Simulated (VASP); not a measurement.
A run of VASP 6.6.1 is set up as follows.

File INCAR:

```
PREC = Accurate ; ENCUT = 520
EDIFF = 1E-6 ; ISMEAR = 0
SIGMA = 0.05 ; LREAL = F
LASPH = T ; NELM = 100
ALGO = Normal ; ISIF = 2
LWAVE = F ; LCHARG = F
LDIPOL = T ; IDIPOL = 3
DIPOL = 0.5 0.5 0.374 ; GGA = PE
IVDW = 12 ; NBANDS = 31
```

The input KPOINTS:

```
Automatic mesh
0
Gamma
  9 9 1
```

Contents of POSCAR:

```
PtS2
1.0
    3.5414384854      0.0000000000      0.0000000000
   -1.7707192427      3.0669756943      0.0000000000
    0.0000000000      0.0000000000     22.4671585948
S Pt
4 2
Direct
    0.6666666667      0.3333333334      0.2002923503
    0.3333333333      0.6666666667      0.3105821185
    0.3333333333      1.1666666666      0.4375015767
    0.0000000000      1.5000000000      0.5477905168
    0.0000000000      0.0000000000      0.2557266737
   -0.3333333333      0.8333333334      0.4923569598
```

Potentials or basis: VASP PAW PBE potentials, release 64 (S, Pt).

The run is started by

```sh
$ cat potpaw_PBE.64/S/POTCAR potpaw_PBE.64/Pt/POTCAR > POTCAR
$ mpirun -np 1 vasp_std > vasp.out
```

Task: Estimate the dispersion energy per atom.

Result: -0.335 eV.

Task: Predict the largest force.

Result: 0.072 eV/Å.

Forces on the atoms (eV/Å):
```
S   -0.018 -0.010  0.040
S   -0.053 -0.030 -0.039
S    0.053  0.030  0.039
S    0.018  0.010 -0.040
Pt   0.044  0.025 -0.002
Pt  -0.044 -0.025  0.002
```
